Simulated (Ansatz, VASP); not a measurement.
**TiO: VASP beside Ansatz**

File INCAR:

```
SYSTEM = TiO
  PREC = Accurate
  ENCUT = 520
  EDIFF = 1E-6
  ISMEAR = 0
  SIGMA = 0.01
  LREAL = .False.
  LASPH = .True.
  NELM = 60
  ALGO = Normal
  ISIF = 2
  LWAVE = .False.
  LCHARG = .True.
  GGA = PS
  LELF = .True.
  LVHAR = .True.
  NBANDS = 36
```

The input KPOINTS:

```
Automatic mesh
0
Gamma
  6 6 6
  0 0 0
```

File POSCAR:

```
TiO
1.0
    4.9890877720      0.0000000000      0.0000000000
   -2.4945438860      4.3206767523      0.0000000000
    0.0000000000      0.0000000000      2.8733134400
Ti O
3 3
Direct
    0.6666666667      0.3333333333      0.5000000000
    0.3333333333      0.6666666667      0.5000000000
    0.0000000000      0.0000000000      0.0000000000
    0.6055592400      0.6055592400      0.0000000000
    0.3944407600      0.0000000000      0.0000000000
    0.0000000000      0.3944407600      0.0000000000
```

Input for Ansatz:

```yaml
crystal:
  lattice:
    - [4.989087772, 0.0, 0.0]
    - [-2.494543886, 4.3206767523, 0.0]
    - [0.0, 0.0, 2.87331344]
  atoms:
    - { symbol: Ti, position: [0.6666666667, 0.3333333333, 0.5] }
    - { symbol: Ti, position: [0.3333333333, 0.6666666667, 0.5] }
    - { symbol: Ti, position: [0.0, 0.0, 0.0] }
    - { symbol: O, position: [0.60555924, 0.60555924, 0.0] }
    - { symbol: O, position: [0.39444076, 0.0, 0.0] }
    - { symbol: O, position: [0.0, 0.39444076, 0.0] }
basis:
  ecutwfc: 420
kpoints:
  mp_grid: { grid: [6, 6, 6] }
hamiltonian:
  xc: pbesol
scf:
  occupations: { method: gaussian, width: 0.01 }
output:
  forces: true
  stress: true
  eigenvalues: true
```

Alike in both runs: task single point; functional PBEsol; k mesh 6 × 6 × 6; occupations gaussian, width 0.01 eV; no spin polarisation.

|  | VASP | Ansatz |
| --- | --- | --- |
| version | VASP 6.6.1 | Ansatz 0.2.0 |
| potentials or method | VASP PAW PBE potentials, release 64 (Ti_sv, O), cutoff 520 eV | scalar-relativistic, plane waves, PAW |
| valence electrons in the cell | 54 | 54 |

```csv
,VASP,Ansatz,Ansatz less VASP
gap on the k mesh at the Fermi level (eV),none,none,-
pressure (GPa),-5.0,-5.8,-0.73
"traceless stress, the component that is largest in VASP (GPa)",-0.74,-0.70,+0.044
rms of the force components (eV/Å),0.002,0.007,+0.0047
```

VASP's potentials were made for PBE, not for PBEsol. Atom by atom the forces differ by 0.005 eV/Å (rms over components). A gap of «none» marks a metal or a gap that the smearing closes. The functional is the same, so the differences come from potentials, cutoffs and numerics.

The k mesh is coarse, so the values compare programs but aren't converged.
